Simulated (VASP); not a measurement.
# Fe (P6_3/mmc) in VASP: a series of runs

Fe is run at these levels: PBE; tasks: single point.

Everything below comes from runs of VASP 6.6.1. Logs are shortened: lines on timing, memory, paths and dates and some standing lists are left out, and cuts for length are marked.

## (1) The cell of the first run

It takes space group P6_3/mmc (No. 194, hexagonal). The conventional cell has a = 2.518 Å, b = 2.518 Å, c = 4.375 Å, α = 90.00°, β = 90.00°, γ = 120.00°. Fe (site symmetry -6m2) has 12 Fe at 2.52 to 2.63 Å within 3.3 Å.

## (2) Single point, PBE, collinear spin, ferromagnetic start

Input file INCAR:

```
SYSTEM = Fe
  PREC = Accurate
  ENCUT = 520
  EDIFF = 1E-6
  ISMEAR = -1
  SIGMA = 0.1
  LREAL = .False.
  LASPH = .True.
  NELM = 150
  ALGO = Normal
  ISIF = 2
  LWAVE = .False.
  LCHARG = .True.
  ISPIN = 2
  MAGMOM = 2.579 2.579
  LORBIT = 11
  LMAXMIX = 4
  GGA = PE
  LELF = .True.
  LVHAR = .True.
  NBANDS = 19
```

Input file KPOINTS:

```
Automatic mesh
0
Gamma
  7 7 4
  0 0 0
```

Input file POSCAR:

```
Fe
1.0
    2.5176572871      0.0000000000      0.0000000000
   -1.2588286436      2.1803551687      0.0000000000
    0.0000000000      0.0000000000      4.3745395390
Fe
2
Direct
    0.3333333333      0.6666666667      0.2500000000
    0.6666666667      0.3333333333      0.7500000000
```

Potentials or basis: VASP PAW PBE potentials, release 64 (Fe).

Run with:

```bash
cat potpaw_PBE.64/Fe/POTCAR > POTCAR
mpirun -np 1 vasp_std > vasp.out
```

OUTCAR:

```text
SYSTEM = Fe
   PREC = Accurate
   ENCUT = 520
   EDIFF = 1E-6
   ISMEAR = -1
   LREAL = .False.
   LASPH = .True.
   NELM = 150
   ISIF = 2
   ISPIN = 2
   LORBIT = 11
   GGA = PE

 ion  position               nearest neighbor table
   1  0.333  0.667  0.250-   2 2.63   2 2.63   2 2.63   2 2.63   2 2.63   2 2.63
   2  0.667  0.333  0.750-   1 2.63   1 2.63   1 2.63   1 2.63   1 2.63   1 2.63

  LATTYP: Found a hexagonal cell.
 ALAT       =     2.5176572871
 C/A-ratio  =     1.7375436925

  Lattice vectors:

 A1 = (   2.5176572871,   0.0000000000,   0.0000000000)
 A2 = (  -1.2588286436,   2.1803551687,   0.0000000000)
 A3 = (   0.0000000000,   0.0000000000,   4.3745395390)

Analysis of symmetry for initial positions (statically):
=====================================================================
 Subroutine PRICEL returns:
 Original cell was already a primitive cell.

 Routine SETGRP: Setting up the symmetry group for a
 hexagonal supercell.

 Subroutine GETGRP returns: Found 24 space group operations
 (whereof 12 operations were pure point group operations)
 out of a pool of 24 trial point group operations.

The static configuration has the point symmetry D_3d.
 The point group associated with its full space group is D_6h.

Analysis of symmetry for dynamics (positions and initial velocities):
=====================================================================
 Subroutine PRICEL returns:
 Original cell was already a primitive cell.

 Routine SETGRP: Setting up the symmetry group for a
 hexagonal supercell.

 Subroutine GETGRP returns: Found 24 space group operations
 (whereof 12 operations were pure point group operations)
 out of a pool of 24 trial point group operations.

The dynamic configuration has the point symmetry D_3d.
 The point group associated with its full space group is D_6h.

Analysis of structural, dynamic, and magnetic symmetry:
=====================================================================
 Subroutine PRICEL returns:
 Original cell was already a primitive cell.

 Routine SETGRP: Setting up the symmetry group for a
 hexagonal supercell.

 Subroutine GETGRP returns: Found 24 space group operations
 (whereof 12 operations were pure point group operations)
 out of a pool of 24 trial point group operations.

The overall configuration has the point symmetry D_3d.
[... 118 lines left out ...]
     AMIX     =   0.40;   BMIX     =  1.00
     AMIX_MAG =   1.60;   BMIX_MAG =  1.00
  volume/ion in A,a.u.               =      12.01        81.03
  Fermi-wavevector in a.u.,A,eV,Ry     =   1.429868  2.702060 27.817436  2.044524
  Thomas-Fermi vector in A             =   2.549775
   LORBIT       =     11    0 simple, 1 ext, 2 COOP (PROOUT), +10 PAW based schemes
   GGA     = PE    functional components
   LHFCALC =     F    Hartree Fock is set to
   AEXX    =    0.0000 exact exchange contribution
   IVDW    =     0    specifies the selected vdW correction
   LEPSILON=     F    determine dielectric tensor
   LRPA    =     F    only Hartree local field effects (RPA)
 spin polarized calculation
  energy-cutoff  :      520.00
  volume of cell :       24.01
 maximum number of plane-waves:       665
 NGX is ok and might be reduce to    20
   NGX =  9   NGY =  9   NGZ = 17

 number of electron      15.9999999 magnetization       4.9448067

 Free energy of the ion-electron system (eV)
  ---------------------------------------------------
  ext. energy  EPLUGINS =         0.00000000
  ---------------------------------------------------
  free energy    TOTEN  =       -16.13514411 eV

  energy without entropy =      -16.05224567  energy(sigma->0) =      -16.09369489

 E-fermi :   5.4877     XC(G=0): -12.7867

 val. band max:        5.4679886072   @ k =   0.0000   0.0000   0.2500
 cond. band min:       5.4967406539   @ k =   0.0000   0.0000   0.0000
 fundamental gap:      0.0287520467
 Fermi energy:         5.4876601808

 spin component 1

 k-point     1 :       0.0000    0.0000    0.0000
  band No.  band energies     occupation
      1      -2.8799      1.00000
      2       0.6428      1.00000
      3       2.9131      1.00000
      4       3.1887      1.00000
      5       3.1887      1.00000
      6       3.4242      1.00000
[... 504 lines left out ...]
      5       2.8130      1.00000
      6       2.8130      1.00000
[... 11 lines left out ...]
     18      24.3350      0.00000
     19      28.2607      0.00000
 Fermi energy:         5.4876601808

 spin component 2

 k-point     1 :       0.0000    0.0000    0.0000
  band No.  band energies     occupation
      1      -2.6269      1.00000
      2       1.8191      1.00000
      3       4.9103      0.99690
      4       4.9211      0.99655
      5       5.4967      0.47731
      6       5.4967      0.47731
[... 505 lines left out ...]
      6       4.5805      0.99989
[... 11 lines left out ...]
     18      24.8708      0.00000
     19      28.7651      0.00000

------------------------ aborting loop because EDIFF is reached ----------------------------------------

  FORCE on cell =-STRESS in cart. coord.  units (eV):
  Direction    XX          YY          ZZ          XY          YZ          ZX
  --------------------------------------------------------------------------------------
  -------------------------------------------------------------------------------------
  Total       -0.2840773     -0.2840773     -0.0447637      0.0000000      0.0000000     -0.0000000
  in kB      -18.9535678    -18.9535678     -2.9866245      0.0000000      0.0000000     -0.0000000
  external PRESSURE =     -13.6312533 kB  Pullay stress =       0.0000000 kB

 VOLUME and BASIS-vectors are now :
 -----------------------------------------------------------------------------
  energy-cutoff  :      520.00
  volume of cell :       24.01
      direct lattice vectors                 reciprocal lattice vectors
     2.517657287  0.000000000  0.000000000     0.397194648  0.229320437  0.000000000
    -1.258828644  2.180355169  0.000000000     0.000000000  0.458640874  0.000000000
     0.000000000  0.000000000  4.374539539     0.000000000  0.000000000  0.228595488

 POSITION                                       TOTAL-FORCE (eV/Angst)
 -----------------------------------------------------------------------------------
     -0.00000      1.45357      1.09363         0.000000     -0.000000      0.000000
      1.25883      0.72679      3.28090        -0.000000      0.000000      0.000000
 -----------------------------------------------------------------------------------
    total drift:                               -0.000000      0.000000     -0.000000

  FREE ENERGIE OF THE ION-ELECTRON SYSTEM (eV)
  ---------------------------------------------------
  free  energy   TOTEN  =       -16.1351441142 eV

  energy  without entropy=      -16.0522456700  energy(sigma->0) =      -16.09369489

 total charge

# of ion       s       p       d       tot
------------------------------------------
    1        0.474   0.488   6.211   7.172
    2        0.474   0.488   6.211   7.172
--------------------------------------------------
tot          0.947   0.975  12.421  14.344

 magnetization (x)

# of ion       s       p       d       tot
------------------------------------------
    1       -0.017  -0.039   2.520   2.464
    2       -0.017  -0.039   2.520   2.464
--------------------------------------------------
tot         -0.034  -0.078   5.040   4.927
```

OSZICAR:

```text
N       E                     dE             d eps       ncg     rms          rms(c)
DAV:   1     0.782949429417E+02    0.78295E+02   -0.69597E+03  1896   0.104E+03
DAV:   2    -0.147719446294E+02   -0.93067E+02   -0.83026E+02  1848   0.201E+02
DAV:   3    -0.182049508143E+02   -0.34330E+01   -0.32470E+01  2093   0.493E+01
DAV:   4    -0.182349196341E+02   -0.29969E-01   -0.29950E-01  2083   0.438E+00
DAV:   5    -0.182352323223E+02   -0.31269E-03   -0.31268E-03  2104   0.409E-01    0.157E+01
DAV:   6    -0.163496812522E+02    0.18856E+01   -0.91302E+00  1985   0.594E+01    0.911E+00
DAV:   7    -0.160676181234E+02    0.28206E+00   -0.10295E+00  2096   0.186E+01    0.393E+00
DAV:   8    -0.160818696656E+02   -0.14252E-01   -0.25878E-02  2531   0.133E+00    0.256E+00
DAV:   9    -0.161234742996E+02   -0.41605E-01   -0.23300E-02  2678   0.225E+00    0.188E+00
DAV:  10    -0.161302663736E+02   -0.67921E-02   -0.19422E-02  2438   0.199E+00    0.103E+00
DAV:  11    -0.161265736531E+02    0.36927E-02   -0.14494E-02  2537   0.187E+00    0.122E+00
DAV:  12    -0.161321481799E+02   -0.55745E-02   -0.14363E-03  2222   0.540E-01    0.672E-01
DAV:  13    -0.161337223213E+02   -0.15741E-02   -0.23862E-04  2264   0.202E-01    0.473E-01
DAV:  14    -0.161350731899E+02   -0.13509E-02   -0.53376E-04  2563   0.318E-01    0.102E-01
DAV:  15    -0.161351424613E+02   -0.69271E-04   -0.49386E-05  2676   0.738E-02    0.290E-02
DAV:  16    -0.161351454171E+02   -0.29558E-05   -0.38415E-06  1873   0.250E-02    0.410E-03
DAV:  17    -0.161351441688E+02    0.12483E-05   -0.38223E-07  1058   0.962E-03    0.471E-03
DAV:  18    -0.161351441142E+02    0.54565E-07   -0.67686E-08   948   0.259E-03
   1 F= -.16135144E+02 E0= -.16093695E+02  d E =-.828984E-01  mag=     4.9452
```

stdout:

```text
POSCAR found type information on POSCAR Fe
 POSCAR found :  1 types and       2 ions
 scaLAPACK will be used
 LDA part: xc-table for (Slater+PW92), standard interpolation
 POSCAR, INCAR and KPOINTS ok, starting setup
 FFT: planning ... GRIDC
 FFT: planning ... GRID_SOFT
 FFT: planning ... GRID
 WAVECAR not read
 entering main loop
```

It took 72 s on 1 thread of Intel Xeon 8259CL, shared host; peak memory 0.16 GiB.

Results:

| Quantity | Value |
| --- | --- |
| Free energy | -16.1351 eV |
| Pressure | -1.4 GPa |
| Net moment | 4.94 μB per cell |
| Site moments | Fe +2.46 μB |
| Valence electrons inside the program's atomic spheres | Fe 7.17 |

Levels at points of the mesh, in eV from the Fermi level:
Spin up:
```tsv
k point	band 6	band 7	band 8	band 9	band 10	band 11	band 12	band 13	band 14	band 15
(0.00, 0.00, 0.00)	-2.06	-2.06	-1.54	-1.54	-0.75	-0.71	-0.71	5.28	21.59	21.77
(0.00, 0.00, 0.50)	-2.31	-2.31	-2.31	-0.98	-0.98	-0.98	-0.98	12.54	12.54	22.22
```
Spin down:
```csv
k point,band 4,band 5,band 6,band 7,band 8,band 9
"(0.00, 0.00, 0.00)",-0.57,0.01,0.01,0.30,0.30,1.28
"(0.00, 0.00, 0.50)",-1.06,0.03,0.03,0.03,0.03,1.90
```

Caveat: the k points lie up to 0.41 Å⁻¹ apart.

## (3) Single point, PBE

This run uses another cell than the first one, of 10.21 Å³/atom, 0.851 times its volume.

Input file INCAR:

```
  PREC = Accurate
  ENCUT = 600
  EDIFF = 1E-6
  ISMEAR = -1
  SIGMA = 0.1
  LREAL = F
  LASPH = T
  NELM = 120
  ALGO = Normal
  ISIF = 2
  LWAVE = F
  LCHARG = F
  GGA = PE
  NBANDS = 15
  GGA_COMPAT = F
```

Input file KPOINTS:

```
regular mesh
0
Gamma
  8 8 4
```

Input file POSCAR:

```
Fe
1.0
    2.4615505174      0.0000000000      0.0000000000
   -1.2307752587      2.1317652808      0.0000000000
    0.0000000000      0.0000000000      3.8925757816
Fe
2
Direct
    0.3333333333      0.6666666667      0.2500000000
    0.6666666667      0.3333333333      0.7500000000
```

Potentials or basis: VASP PAW PBE potentials, release 64 (Fe).

Run with:

```bash
cat potpaw_PBE.64/Fe/POTCAR > POTCAR
mpirun -np 1 vasp_std > vasp.out
```

It took 12 s on 1 thread of Intel Xeon Platinum 8259CL at 2.50GHz (Skylake/Cascade Lake), shared host; peak memory 0.13 GiB.

Results (log left out):

- Free energy: -16.3576 eV
- Pressure: -0.9 GPa
- Band gap on the k mesh: zero (band 8 reaches 7.70 eV, above the bottom of band 9 at 5.98 eV)

Stress tensor (GPa, compression positive):
```
-1.04  0.00  0.00
 0.00 -1.04  0.00
 0.00  0.00 -0.57
```

Levels at points of the mesh, in eV from the Fermi level:
```
           k point  band 6  band 7  band 8  band 9  band 10  band 11
(0.00, 0.00, 0.00)   -1.17   -1.17   -0.84   -0.84     0.54     0.71
(0.50, 0.00, 0.00)   -1.51   -1.06    0.82    1.05     1.07     2.68
(0.00, 0.00, 0.50)   -1.75   -1.75   -1.75    0.32     0.32     0.32
(0.50, 0.00, 0.50)   -0.64    0.11    0.11    0.96     0.96     2.49
```

Caveat: the k points lie up to 0.40 Å⁻¹ apart; the run has no spin polarisation, though such a crystal can be magnetic.

## (4) Single point, PBE, collinear spin, ferromagnetic start

Input file INCAR:

```
ALGO     = Normal         # electronic algorithm
EDIFF    = 1E-6           # SCF threshold, eV
ENCUT    = 520            # plane-wave cutoff, eV
GGA      = PE             # functional
ISIF     = 2              # what is computed and relaxed
ISMEAR   = -1             # smearing method
ISPIN    = 2              # spin polarisation
LASPH    = T              # aspherical terms in the spheres
LCHARG   = F              # write CHGCAR
LMAXMIX  = 4              # l up to which the mixer works
LORBIT   = 11             # projections on sites
LREAL    = F              # projectors in reciprocal space
LWAVE    = F              # write WAVECAR
MAGMOM   = 2.5 2.5        # initial moments
NBANDS   = 19             # bands
NELM     = 150            # most SCF steps
PREC     = Accurate       # precision mode
SIGMA    = 0.05           # smearing width, eV
```

Input file KPOINTS:

```
k-points
0
Gamma
  14 14 8
```

Input file POSCAR:

```
Fe
1.0
    2.5176572888      0.0000000000      0.0000000000
   -1.2588286444      2.1803551701      0.0000000000
    0.0000000000      0.0000000000      4.3745395415
Fe
2
Direct
    0.3333333333      0.6666666667      0.2500000000
    0.6666666667      0.3333333333      0.7500000000
```

Run with:

```bash
cat potpaw_PBE.64/Fe/POTCAR > POTCAR
mpirun -np 1 vasp_std > vasp.out
```

It took 69 s on 1 thread of Intel Xeon 6975P-C (Granite Rapids), shared host; peak memory 0.2 GiB.

The run converged. Its results:

* Free energy: -16.1050 eV
* Pressure: -0.2 GPa
* Net moment: 5.07 μB per cell
* Site moments: Fe +2.53 μB
* Valence electrons inside the program's atomic spheres: Fe 7.17

Stress tensor (GPa, compression positive):
```
-0.24  0.00  0.00
 0.00 -0.24  0.00
 0.00  0.00 -0.01
```

Levels at points of the mesh, in eV from the Fermi level:
Spin up:
| k point | band 7 | band 8 | band 9 | band 10 | band 11 | band 12 | band 13 | band 14 |
| --- | --- | --- | --- | --- | --- | --- | --- | --- |
| (0.00, 0.00, 0.00) | -2.09 | -1.56 | -1.56 | -0.76 | -0.72 | -0.72 | 5.26 | 21.58 |
| (0.50, 0.00, 0.00) | -2.01 | -0.62 | -0.27 | -0.17 | 1.58 | 3.52 | 8.76 | 9.38 |
| (0.00, 0.00, 0.50) | -2.34 | -2.34 | -1.00 | -1.00 | -1.00 | -1.00 | 12.52 | 12.52 |
| (0.50, 0.00, 0.50) | -0.77 | -0.77 | -0.21 | -0.21 | 1.64 | 1.64 | 7.16 | 7.16 |
Spin down:
```
           k point  band 2  band 3  band 4  band 5  band 6  band 7  band 8  band 9
(0.00, 0.00, 0.00)   -3.65   -0.59   -0.53    0.06    0.06    0.35    0.35    1.31
(0.50, 0.00, 0.00)   -2.77   -2.36   -1.02   -0.24    0.00    0.33    2.41    2.45
(0.00, 0.00, 0.50)   -6.13   -1.04   -1.04    0.08    0.08    0.08    0.08    1.94
(0.50, 0.00, 0.50)   -3.14   -1.63   -1.63    0.90    0.90    1.26    1.26    2.51
```

## (5) Single point, PBE, collinear spin, ferromagnetic start (volume scaled by 0.88)

Input file INCAR:

```
PREC     = Accurate       # precision mode
ENCUT    = 520            # plane-wave cutoff, eV
EDIFF    = 1E-6           # SCF threshold, eV
ISMEAR   = -1             # smearing method
SIGMA    = 0.05           # smearing width, eV
LREAL    = F              # projectors in reciprocal space
LASPH    = T              # aspherical terms in the spheres
NELM     = 150            # most SCF steps
ALGO     = Normal         # electronic algorithm
ISIF     = 2              # what is computed and relaxed
LWAVE    = F              # write WAVECAR
LCHARG   = F              # write CHGCAR
ISPIN    = 2              # spin polarisation
MAGMOM   = 2.579 2.579    # initial moments
LORBIT   = 11             # projections on sites
LMAXMIX  = 4              # l up to which the mixer works
GGA      = PE             # functional
NBANDS   = 19             # bands
```

Input file KPOINTS:

```
Automatic mesh
0
Gamma
  16 16 8
```

Input file POSCAR:

```
Fe
1.0
    2.4126306253      0.0000000000      0.0000000000
   -1.2063153127      2.0893994115      0.0000000000
    0.0000000000      0.0000000000      4.1920511250
Fe
2
Direct
    0.3333333333      0.6666666667      0.2500000000
    0.6666666667      0.3333333333      0.7500000000
```

Run with:

```bash
cat potpaw_PBE.64/Fe/POTCAR > POTCAR
mpirun -np 1 vasp_std > vasp.out
```

It took 71 s on 1 thread of Intel Xeon 6975P-C (Granite Rapids), shared host; peak memory 0.2 GiB.

Results (log left out):

| Item | Value |
| --- | --- |
| Free energy | -16.1318 eV |
| Pressure | -7.8 GPa |
| Band gap on the k mesh | zero (filled and empty bands overlap) |
| Net moment | 0.00 μB per cell |
| Valence electrons inside the program's atomic spheres | Fe 7.43 |

Stress tensor (GPa, compression positive):
```
  4.60   0.00   0.00
  0.00   4.60   0.00
  0.00   0.00 -32.74
```

Levels at points of the mesh, in eV from the Fermi level:
Spin up:
| k point | band 6 | band 7 | band 8 | band 9 | band 10 | band 11 |
| --- | --- | --- | --- | --- | --- | --- |
| (0.00, 0.00, 0.00) | -1.22 | -1.22 | -0.55 | -0.39 | -0.39 | 0.67 |
| (0.50, 0.00, 0.00) | -1.41 | -1.31 | 0.81 | 1.07 | 1.19 | 2.71 |
| (0.00, 0.00, 0.50) | -1.52 | -1.52 | -1.52 | 0.31 | 0.31 | 0.31 |
| (0.50, 0.00, 0.50) | -0.41 | 0.16 | 0.16 | 1.14 | 1.14 | 2.45 |
Spin down:
```
           k point  band 5  band 6  band 7  band 8  band 9  band 10  band 11  band 12
(0.00, 0.00, 0.00)   -1.52   -1.21   -1.21   -0.55   -0.39    -0.39     0.67     0.67
(0.50, 0.00, 0.00)   -1.59   -1.41   -1.31    0.81    1.07     1.19     2.71     4.87
(0.00, 0.00, 0.50)   -1.52   -1.52   -1.52   -1.52    0.31     0.31     0.31     0.31
(0.50, 0.00, 0.50)   -0.41   -0.41    0.16    0.16    1.14     1.14     2.45     2.45
```

Caveat: the cell differs from its parent crystal (volume scaled by 0.88); the starting moments collapsed, and a magnetic state may lie lower.

## (6) Summary

| spin | cell | k mesh | cutoff (eV) | smearing | gap on the mesh (eV) | pressure (GPa) | moment (μB) |
| --- | --- | --- | --- | --- | --- | --- | --- |
| collinear, ferromagnetic start | a = 2.518, b = 2.518, c = 4.375 Å, angles 90.0, 90.0, 120.0°, 2 atoms | 7 × 7 × 4 | 520 | fermi-dirac 0.1 eV | none | -1.4 | 4.94 |
| off | a = 2.462, b = 2.462, c = 3.893 Å, angles 90.0, 90.0, 120.0°, 2 atoms | 8 × 8 × 4 | 600 | fermi-dirac 0.1 eV | none | -0.9 | - |
| collinear, ferromagnetic start | a = 2.518, b = 2.518, c = 4.375 Å, angles 90.0, 90.0, 120.0°, 2 atoms | 14 × 14 × 8 | 520 | fermi-dirac 0.05 eV | none | -0.2 | 5.07 |

Alike in all rows: task single point; level PBE; potentials or basis VASP PAW PBE potentials, release 64 (Fe).

Caveats: some runs use coarse meshes.

Total energies depend on the potentials used, so only differences within one code and one set of settings carry meaning.
